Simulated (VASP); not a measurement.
Set up this calculation in VASP 6.6.1, as the native input.

* Task: single point
* Functional: r2SCAN
* Potentials or basis: VASP PAW PBE potentials, release 64 (Au)
* Cutoff: 520 eV
* k mesh: 20 × 20 × 20
* Occupations: gaussian, width 0.15 eV
* Spin: no spin polarisation
* Dipole correction: no
* Further INCAR settings: ALGO = Normal; EDIFF = 1e-06; NBANDS = 12

Au:

```
Au
1.0
    -1.57441    1.57441    1.57441
     1.57441   -1.57441    1.57441
     1.57441    1.57441   -1.57441
Au
1
Direct
  0.00000 0.00000 0.00000
```

This cell differs from its parent crystal: strain -0.050 along x and y, -0.050 along z.

These files were run (other wordings do the same):

POSCAR

```
Au
1.0
   -1.5744055500      1.5744055500      1.5744055500
    1.5744055500     -1.5744055500      1.5744055500
    1.5744055500      1.5744055500     -1.5744055500
Au
1
Direct
    0.0000000000      0.0000000000      0.0000000000
```

INCAR.step1

```
SYSTEM = Au
PREC     = Accurate       ! precision mode
ENCUT    = 520            ! plane-wave cutoff, eV
ISMEAR   = 0              ! smearing method
SIGMA    = 0.15           ! smearing width, eV
LREAL    = .False.        ! projectors in reciprocal space
LASPH    = .True.         ! aspherical terms in the spheres
NELM     = 60             ! most SCF steps
NBANDS   = 12             ! bands
GGA      = PE             ! functional
ALGO     = Normal         ! electronic algorithm
EDIFF    = 1E-4           ! SCF threshold, eV
LWAVE    = .True.         ! write WAVECAR
LCHARG   = .False.        ! write CHGCAR
```

INCAR.step2

```
SYSTEM = Au
PREC     = Accurate       ! precision mode
ENCUT    = 520            ! plane-wave cutoff, eV
EDIFF    = 1E-6           ! SCF threshold, eV
ISMEAR   = 0              ! smearing method
SIGMA    = 0.15           ! smearing width, eV
LREAL    = .False.        ! projectors in reciprocal space
LASPH    = .True.         ! aspherical terms in the spheres
NELM     = 60             ! most SCF steps
ALGO     = Normal         ! electronic algorithm
ISIF     = 2              ! what is computed and relaxed
LWAVE    = .False.        ! write WAVECAR
LCHARG   = .False.        ! write CHGCAR
METAGGA  = R2SCAN         ! meta-GGA
LMIXTAU  = .True.       
NBANDS   = 12             ! bands
ISTART   = 1
```

KPOINTS

```
Automatic mesh
0
Gamma
  20 20 20
  0 0 0
```

Potentials or basis: VASP PAW PBE potentials, release 64 (Au).

The run is started by

```sh
$ cat potpaw_PBE.64/Au/POTCAR > POTCAR
$ cp INCAR.step1 INCAR
$ mpirun -np 1 vasp_std > vasp.out
$ cp INCAR.step2 INCAR
$ mpirun -np 1 vasp_std > vasp.out
```

It gave:

```
Pressure : 26.4 GPa
```

Caveat: the cell differs from its parent crystal (strain -0.050 along x and y, -0.050 along z); the PAW data sets were made with another functional, which shifts forces and pressure a little.

Run time: 72 s on 1 thread of Intel(R) Xeon(R) Platinum 8559C (Emerald Rapids), with other jobs on the host, peak memory 0.16 GiB.
